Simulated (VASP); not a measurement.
# LiH (P4mm) in VASP: a series of runs, part 3 of 3

VASP 6.6.1. The steps go on from the part before.

## 5. Single point, PBE

File INCAR:

```
SYSTEM = LiH
PREC     = Accurate       ! precision mode
ENCUT    = 520            ! plane-wave cutoff, eV
EDIFF    = 1E-6           ! SCF threshold, eV
ISMEAR   = 0              ! smearing method
SIGMA    = 0.01           ! smearing width, eV
LREAL    = Auto         
LASPH    = .TRUE.         ! aspherical terms in the spheres
NELM     = 80             ! most SCF steps
ALGO     = Normal         ! electronic algorithm
ISIF     = 2              ! what is computed and relaxed
LWAVE    = .FALSE.        ! write WAVECAR
LCHARG   = .FALSE.        ! write CHGCAR
GGA      = PE             ! functional
NBANDS   = 102            ! bands
```

File KPOINTS:

```
regular mesh
0
G
  3 3 3
  0 0 0
```

File POSCAR:

```
LiH
1.0
    8.1400000000      0.0000000000      0.0000000000
    0.0000000000      8.1400000000      0.0000000000
    0.0000000000      0.0000000000      8.1400000000
Li H
32 32
Direct
    0.0000000000      0.0000000000      0.0000000000
    0.0000000000      0.2500000000      0.2500000000
    0.2500000000      0.0000000000      0.2500000000
    0.2500000000      0.2500000000      0.0000000000
    0.0000000000      0.0000000000      0.5000000000
    0.0000000000      0.2500000000      0.7500000000
    0.2500000000      0.0000000000      0.7500000000
    0.2500000000      0.2500000000      0.5000000000
    0.0000000000      0.5000000000      0.0000000000
    0.0000000000      0.7500000000      0.2500000000
    0.2500000000      0.5000000000      0.2500000000
    0.2500000000      0.7500000000      0.0000000000
    0.0000000000      0.5000000000      0.5000000000
    0.0000000000      0.7500000000      0.7500000000
    0.2500000000      0.5000000000      0.7500000000
    0.2500000000      0.7500000000      0.5000000000
    0.5000000000      0.0000000000      0.0000000000
    0.5000000000      0.2500000000      0.2500000000
    0.7500000000      0.0000000000      0.2500000000
    0.7500000000      0.2500000000      0.0000000000
    0.5000000000      0.0000000000      0.5000000000
    0.5000000000      0.2500000000      0.7500000000
    0.7500000000      0.0000000000      0.7500000000
    0.7500000000      0.2500000000      0.5000000000
    0.5000000000      0.5000000000      0.0000000000
    0.5000000000      0.7500000000      0.2500000000
    0.7500000000      0.5000000000      0.2500000000
    0.7500000000      0.7500000000      0.0000000000
    0.5000000000      0.5000000000      0.5000000000
    0.5000000000      0.7500000000      0.7500000000
    0.7500000000      0.5000000000      0.7500000000
    0.7500000000      0.7500000000      0.5000000000
    0.2475429980      0.0000000000      0.0000000000
    0.2500000000      0.2500000000      0.2500000000
    0.0000000000      0.0000000000      0.2500000000
    0.0000000000      0.2500000000      0.0000000000
    0.2500000000      0.0000000000      0.5000000000
    0.2500000000      0.2500000000      0.7500000000
    0.0000000000      0.0000000000      0.7500000000
    0.0000000000      0.2500000000      0.5000000000
    0.2500000000      0.5000000000      0.0000000000
    0.2500000000      0.7500000000      0.2500000000
    0.0000000000      0.5000000000      0.2500000000
    0.0000000000      0.7500000000      0.0000000000
    0.2500000000      0.5000000000      0.5000000000
    0.2500000000      0.7500000000      0.7500000000
    0.0000000000      0.5000000000      0.7500000000
    0.0000000000      0.7500000000      0.5000000000
    0.7500000000      0.0000000000      0.0000000000
    0.7500000000      0.2500000000      0.2500000000
    0.5000000000      0.0000000000      0.2500000000
    0.5000000000      0.2500000000      0.0000000000
    0.7500000000      0.0000000000      0.5000000000
    0.7500000000      0.2500000000      0.7500000000
    0.5000000000      0.0000000000      0.7500000000
    0.5000000000      0.2500000000      0.5000000000
    0.7500000000      0.5000000000      0.0000000000
    0.7500000000      0.7500000000      0.2500000000
    0.5000000000      0.5000000000      0.2500000000
    0.5000000000      0.7500000000      0.0000000000
    0.7500000000      0.5000000000      0.5000000000
    0.7500000000      0.7500000000      0.7500000000
    0.5000000000      0.5000000000      0.7500000000
    0.5000000000      0.7500000000      0.5000000000
```

Potentials or basis: VASP PAW PBE potentials, release 64 (Li_sv, H).

Run with:

```console
> cat potpaw_PBE.64/Li_sv/POTCAR potpaw_PBE.64/H/POTCAR > POTCAR
> mpirun -np 1 vasp_std > vasp.out
```

OUTCAR:

```text
SYSTEM = LiH
   PREC = Accurate
   ENCUT = 520
   EDIFF = 1E-6
   ISMEAR = 0
   LREAL = Auto
   LASPH = .TRUE.
   NELM = 80
   ISIF = 2
   GGA = PE

 ion  position               nearest neighbor table
   1  0.000  0.000  0.000-
   2  0.000  0.250  0.250-
   3  0.250  0.000  0.250-
   4  0.250  0.250  0.000-
   5  0.000  0.000  0.500-
   6  0.000  0.250  0.750-
[... 56 lines left out ...]
  63  0.500  0.500  0.750-
  64  0.500  0.750  0.500-

  LATTYP: Found a simple cubic cell.
 ALAT       =     8.1400000000

[... 773 lines left out ...]
  -------------------------------------------------------------------------------------
  Total       -5.7555729     -5.7580332     -5.7580332      0.0000000     -0.0000000      0.0000000
  in kB      -17.0972369    -17.1045454    -17.1045454      0.0000000     -0.0000000      0.0000000
  external PRESSURE =     -17.1021092 kB  Pullay stress =       0.0000000 kB

 VOLUME and BASIS-vectors are now :
 -----------------------------------------------------------------------------
  energy-cutoff  :      520.00
  volume of cell :      539.35
      direct lattice vectors                 reciprocal lattice vectors
     8.140000000  0.000000000  0.000000000     0.122850123  0.000000000  0.000000000
     0.000000000  8.140000000  0.000000000     0.000000000  0.122850123  0.000000000
     0.000000000  0.000000000  8.140000000     0.000000000  0.000000000  0.122850123

 POSITION                                       TOTAL-FORCE (eV/Angst)
 -----------------------------------------------------------------------------------
      0.00000      0.00000      0.00000        -0.002071     -0.000000      0.000000
      0.00000      2.03500      2.03500         0.000135     -0.000911     -0.000911
      2.03500      0.00000      2.03500        -0.007006     -0.000000     -0.000027
      2.03500      2.03500      0.00000        -0.007006     -0.000027      0.000000
      0.00000      0.00000      4.07000        -0.000021     -0.000000      0.000000
      0.00000      2.03500      6.10500         0.000135     -0.000911      0.000911
[... 56 lines left out ...]
      4.07000      4.07000      6.10500        -0.000039     -0.000000      0.000468
      4.07000      6.10500      4.07000        -0.000039      0.000468      0.000000
 -----------------------------------------------------------------------------------
    total drift:                               -0.000425      0.000000      0.000000

  FREE ENERGIE OF THE ION-ELECTRON SYSTEM (eV)
  ---------------------------------------------------
  free  energy   TOTEN  =      -195.9126183212 eV

  energy  without entropy=     -195.9126183212  energy(sigma->0) =     -195.91261832
```

stdout:

```text
POSCAR found type information on POSCAR LiH
 POSCAR found :  2 types and      64 ions
 scaLAPACK will be used
 LDA part: xc-table for (Slater+PW92), standard interpolation
 POSCAR, INCAR and KPOINTS ok, starting setup
 FFT: planning ... GRIDC
 FFT: planning ... GRID_SOFT
 FFT: planning ... GRID
 WAVECAR not read
 entering main loop
```

Run time: 13 min. Hardware: 1 thread of Oxide Virtual Turin-like, shared host; peak memory 0.6 GiB.

What came out:

- Free energy: -195.9126 eV
- Largest force: 0.051 eV/Å
- Band gap on the k mesh: 3.01 eV

Forces in eV/Å, atoms in the order of the input:
```
Li  -0.002  0.000  0.000
Li   0.000 -0.001 -0.001
Li  -0.007  0.000  0.000
Li  -0.007  0.000  0.000
Li   0.000  0.000  0.000
Li   0.000 -0.001  0.001
Li  -0.007  0.000  0.000
Li   0.000  0.000  0.000
Li   0.000  0.000  0.000
Li   0.000  0.001 -0.001
Li   0.000  0.000  0.000
Li  -0.007  0.000  0.000
Li   0.000  0.000  0.000
Li   0.000  0.001  0.001
Li   0.000  0.000  0.000
Li   0.000  0.000  0.000
Li  -0.001  0.000  0.000
Li   0.000  0.001  0.001
Li   0.003  0.000  0.000
Li   0.003  0.000  0.000
Li   0.000  0.000  0.000
Li   0.000  0.001 -0.001
Li   0.003  0.000  0.000
Li   0.000  0.000  0.000
Li   0.000  0.000  0.000
Li   0.000 -0.001  0.001
Li   0.000  0.000  0.000
Li   0.003  0.000  0.000
Li   0.000  0.000  0.000
Li   0.000 -0.001 -0.001
Li   0.000  0.000  0.000
Li   0.000  0.000  0.000
H    0.051  0.000  0.000
H    0.002  0.000  0.000
H   -0.003  0.000  0.004
H   -0.003  0.004  0.000
H    0.001  0.000  0.000
H    0.002  0.000  0.000
H   -0.003  0.000 -0.004
H    0.000  0.000  0.000
H    0.001  0.000  0.000
H    0.002  0.000  0.000
H    0.000  0.000  0.000
H   -0.003 -0.004  0.000
H    0.000  0.000  0.000
H    0.002  0.000  0.000
H    0.000  0.000  0.000
H    0.000  0.000  0.000
H   -0.005  0.000  0.000
H   -0.001  0.000  0.000
H   -0.003  0.000 -0.004
H   -0.003 -0.004  0.000
H   -0.001  0.000  0.000
H   -0.001  0.000  0.000
H   -0.003  0.000  0.004
H    0.000  0.000  0.000
H   -0.001  0.000  0.000
H   -0.001  0.000  0.000
H    0.000  0.000  0.000
H   -0.003  0.004  0.000
H    0.000  0.000  0.000
H   -0.001  0.000  0.000
H    0.000  0.000  0.000
H    0.000  0.000  0.000
```

Levels at points of the mesh, in eV from the valence-band top:
```
           k point  band 61  band 62  band 63  band 64  band 65  band 66  band 67  band 68
(0.00, 0.00, 0.00)    -0.21     0.00     0.00     0.00     3.01     3.01     3.01     4.81
```

Caveat: the cutoff is under 1.25 times the usual one of these potentials, so pressure, stress and relaxed cells hold a basis-set (Pulay) error; an odd mesh through Γ misses points on the zone boundary, where band edges can lie.
